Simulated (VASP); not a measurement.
## Ag: single point with PBEsol

Crystal: Ag.

```
Ag
1.0
     2.75472    0.00000    0.00000
    -1.37736    2.38566    0.00000
     0.00000    0.00000    9.00013
Ag
4
Direct
  0.00000 0.00000 0.00000
  0.00000 0.00000 0.50000
  0.33333 0.66667 0.25000
  0.66667 0.33333 0.75000
```

This isn't the form of Ag at room conditions, which is fcc.

```
Program             : VASP 6.6.1
Task                : single point
Functional          : PBEsol
Potentials or basis : VASP PAW PBE potentials, release 64 (Ag)
Cutoff              : 520 eV
k mesh              : 18 × 18 × 6
Occupations         : gaussian, width 0.1 eV
Spin                : no spin polarisation
```

```
Pressure               : 19.5 GPa
Band gap on the k mesh : zero (bands 22 and 23 overlap by 6.97 eV)
```

Levels at points of the mesh, in eV from the Fermi level:
| k point | band 18 | band 19 | band 20 | band 21 | band 22 | band 23 | band 24 | band 25 | band 26 | band 27 |
| --- | --- | --- | --- | --- | --- | --- | --- | --- | --- | --- |
| (0.00, 0.00, 0.00) | -3.83 | -3.83 | -3.55 | -3.55 | -3.03 | -3.03 | -0.85 | 4.47 | 12.20 | 12.29 |
| (0.50, 0.00, 0.00) | -2.79 | -2.78 | -2.75 | -0.53 | 0.47 | 1.23 | 1.77 | 5.18 | 5.25 | 8.19 |
| (0.00, 0.00, 0.50) | -4.05 | -3.25 | -3.25 | -3.25 | -3.25 | -2.94 | -2.94 | 7.39 | 7.39 | 15.81 |
| (0.50, 0.00, 0.50) | -2.94 | -2.79 | -2.79 | 0.15 | 0.15 | 1.54 | 1.54 | 5.50 | 5.50 | 7.35 |

Wall time 2.9 min on 1 thread of Intel(R) Xeon(R) Platinum 8259CL CPU @ 2.50GHz (Skylake/Cascade Lake) (shared host), peak memory 0.3 GiB.

Caveat: the cell stands under pressure; the PAW data sets were made with another functional, which shifts forces and pressure a little.
